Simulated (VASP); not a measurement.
Write the native input for VASP 6.6.1 that does the following.

- Task: single point
- Functional: PBE
- Potentials or basis: VASP PAW PBE potentials, release 64 (Al, Sn_d)
- Cutoff: 500 eV
- k mesh: 6 × 6 × 7
- Occupations: methfessel-paxton, width 0.1 eV
- Spin: no spin polarisation
- Dipole correction: no
- Further INCAR settings: ALGO = Normal; EDIFF = 1e-06; NBANDS = 16

The structure of AlSn lies in POSCAR:

```
AlSn
1.0
    4.1981060000      0.0000000000      0.0000000000
   -2.0990530000      3.6356660000      0.0000000000
    0.0000000000      0.0000000000      3.3068470000
Al Sn
1 1
Direct
    0.0000000000      0.0000000000      0.0000000000
    0.3333333333      0.6666666667      0.5000000000
```

One way to write it, as run:

INCAR

```
SYSTEM = AlSn
PREC = Accurate
ENCUT = 500
EDIFF = 1E-6
ISMEAR = 1
SIGMA = 0.1
LREAL = .False.
LASPH = .True.
NELM = 120
ALGO = Normal
ISIF = 2
LWAVE = .False.
LCHARG = .False.
GGA = PE
NBANDS = 16
GGA_COMPAT = .False.
```

KPOINTS

```
regular mesh
0
Gamma
  6 6 7
  0 0 0
```

Potentials or basis: VASP PAW PBE potentials, release 64 (Al, Sn_d).

Launch:

```bash
$ cat potpaw_PBE.64/Al/POTCAR potpaw_PBE.64/Sn_d/POTCAR > POTCAR
$ mpirun -np 1 vasp_std > vasp.out
```

Results of the run:

```
Pressure : -0.2 GPa
```

Wall time 14 s on 1 thread of Intel(R) Xeon(R) Platinum 8488C (Sapphire Rapids), on a shared host, peak memory 0.17 GiB.
